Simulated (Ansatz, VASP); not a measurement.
# ScTa: VASP beside Ansatz

File INCAR:

```
  ALGO = Fast
  EDIFF = 1E-6
  ENCUT = 520
  GGA = PS
  ISIF = 2
  ISMEAR = 0
  LASPH = T
  LCHARG = F
  LREAL = F
  LWAVE = F
  NBANDS = 18
  NELM = 80
  PREC = Accurate
  SIGMA = 0.1
```

The input KPOINTS:

```
k-points
0
Gamma
  15 15 8
```

The input POSCAR:

```
ScTa
1.0
    3.2226966977      0.0000000000      0.0000000000
   -1.6113483488      2.7909372088      0.0000000000
    0.0000000000      0.0000000000      5.3320414660
Sc Ta
1 1
Direct
    0.0000000000      0.0000000000      0.0000000000
    0.3333333300      0.6666666700      0.5000000000
```

Input for Ansatz:

```yaml
crystal:
  lattice:
    - [3.2226966977, 0.0, 0.0]
    - [-1.6113483488, 2.7909372088, 0.0]
    - [0.0, 0.0, 5.332041466]
  atoms:
    - { symbol: Sc, position: [0.0, 0.0, 0.0] }
    - { symbol: Ta, position: [0.33333333, 0.66666667, 0.5] }
basis:
  ecutwfc: 420
kpoints:
  mp_grid: { grid: [15, 15, 8] }
hamiltonian:
  xc: pbesol
scf:
  occupations: { method: gaussian, width: 0.1 }
output:
  forces: true
  stress: true
  eigenvalues: true
```

Alike in both runs: task single point; functional PBEsol; k mesh 15 × 15 × 8; occupations gaussian, width 0.1 eV; no spin polarisation.

|  | VASP | Ansatz |
| --- | --- | --- |
| version | VASP 6.6.1 | Ansatz 0.2.0 |
| potentials or method | VASP PAW PBE potentials, release 64 (Sc_sv, Ta_pv), cutoff 520 eV | scalar-relativistic, plane waves, PAW |
| valence electrons in the cell | 22 | 24 |

```tsv
	VASP	Ansatz	Ansatz less VASP
gap on the k mesh at the Fermi level (eV)	none	none	-
pressure (GPa)	-16.7	-16.7	-0.01
traceless stress, the component that is largest in VASP (GPa)	0.26	0.25	-0.010
```

VASP's potentials were made for PBE, not for PBEsol. A gap of «none» marks a metal or a gap that the smearing closes. The functional is the same, so the differences come from potentials, cutoffs and numerics. VASP's potentials hold 22 valence electrons a cell and Ansatz's 24, so a difference there can come from the potentials and not from the codes.

Spin-orbit coupling is off throughout.
